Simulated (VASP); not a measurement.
BaTiO3, 5 atoms in the cell. Symmetry: Pm-3m, No. 221, cubic system. The conventional cell has a = 4.006 Å, b = 4.006 Å, c = 4.006 Å, α = 90.00°, β = 90.00°, γ = 90.00°. Within 3.7 Å of Ba (site symmetry m-3m) lie 12 O at 2.83 Å and 8 Ti at 3.47 Å. Within 2.7 Å of Ti (site symmetry m-3m) lie 6 O at 2.00 Å. O (site symmetry 4/mmm) has 2 Ti at 2.00 Å within 2.7 Å. 

| Quantity | Value |
| --- | --- |
| Program | VASP 6.6.1 |
| Task | single point |
| Functional | PBEsol |
| Potentials or basis | VASP PAW PBE potentials, release 64 (Ba_sv, Ti_sv, O_h) |
| Cutoff | 910 eV |
| k mesh | 2 × 2 × 2 |
| Occupations | gaussian, width 0.01 eV |
| Spin | no spin polarisation |
| Dipole correction | no |
| Second run | hard_potentials |
| Further INCAR settings | ALGO = Normal; EDIFF = 1e-06; NBANDS = 28 |

Potentials or basis: VASP PAW PBE potentials, release 64 (Ba_sv, Ti_sv, O_h).

Run with:

```bash
$ cat potpaw_PBE.64/Ba_sv/POTCAR potpaw_PBE.64/Ti_sv/POTCAR potpaw_PBE.64/O_h/POTCAR > POTCAR
$ mpirun -np 1 vasp_std > vasp.out
```

Hardware: 1 thread of Intel(R) Xeon(R) 6975P-C (Granite Rapids) (shared host).

**Question.** Estimate the wall time of this run.

**Answer.** It took 14 s on 1 thread of Intel(R) Xeon(R) 6975P-C (Granite Rapids), with other jobs on the host, peak memory 0.24 GiB. Counts: scf iterations 17, k points 4.
